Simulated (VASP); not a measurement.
**Ge: relaxation of volume and atoms at fixed shape with r2SCAN**

Crystal: Ge.

```
Ge
1.0
     4.00068    0.00000    0.00000
     2.00034    3.46469    0.00000
     2.00034    1.15490    3.26654
Ge
2
Direct
  0.00000 0.00000 0.00000
  0.25000 0.25000 0.25000
```

* Program: VASP 6.6.1
* Task: relaxation of volume and atoms at fixed shape
* Functional: r2SCAN
* Potentials or basis: VASP PAW PBE potentials, release 64 (Ge_d)
* Cutoff: 600 eV
* k mesh: 6 × 6 × 6
* Occupations: fermi-dirac, width 0.02 eV
* Spin: no spin polarisation
* Dipole correction: no
* Further INCAR settings: ALGO = Normal; EDIFF = 1e-06; IBRION = 2; EDIFFG = -0.01; NSW = 60; ISIF = 8

| Item | Value |
| --- | --- |
| Relaxed volume | 22.83 Å³/atom |
| Relaxed cell | a = 4.012 Å, b = 4.012 Å, c = 4.012 Å, α = 60.00°, β = 60.00°, γ = 60.00° |
| Space group after relaxing (to 0.05 Å) | Fd-3m (No. 227) |
| Energy gained by relaxing | 0.4 meV/atom |
| Ionic steps | 3 |
| Pressure after relaxing | 0.0 GPa |
| Band gap on the k mesh | 0.33 eV, direct |

The path:
```csv
step,energy change (eV),largest force (eV/Å),pressure (GPa),volume (Å³)
1,0.0000,0.0000,0.68,45.28
2,-0.0005,0.0000,-0.29,45.91
3,-0.0008,0.0000,0.01,45.66
```

Final structure:
```
CELL_PARAMETERS angstrom
4.01185 0.00000 0.00000
2.00592 3.47436 0.00000
2.00592 1.15812 3.27566
ATOMIC_POSITIONS crystal
Ge 0.00000 0.00000 0.00000
Ge 0.25000 0.25000 0.25000
```

Levels at points of the mesh, in eV from the valence-band top:
| k point | band 12 | band 13 | band 14 | band 15 | band 16 | band 17 |
| --- | --- | --- | --- | --- | --- | --- |
| (0.00, 0.00, 0.00) | 0.00 | 0.00 | 0.00 | 0.33 | 2.71 | 2.71 |
| (0.50, 0.00, 0.00) | -7.83 | -1.47 | -1.47 | 0.42 | 3.99 | 3.99 |
| (0.50, 0.50, 0.00) | -9.18 | -3.20 | -3.20 | 0.98 | 0.98 | 10.03 |

Wall time 72 s on 1 thread of AMD EPYC 9R45 96-Core Processor (Zen 5), with other jobs on the host, peak memory 0.16 GiB.

Caveat: the PAW data sets were made with another functional, which shifts forces and pressure a little. Zero-point motion and thermal expansion aren't in these numbers.
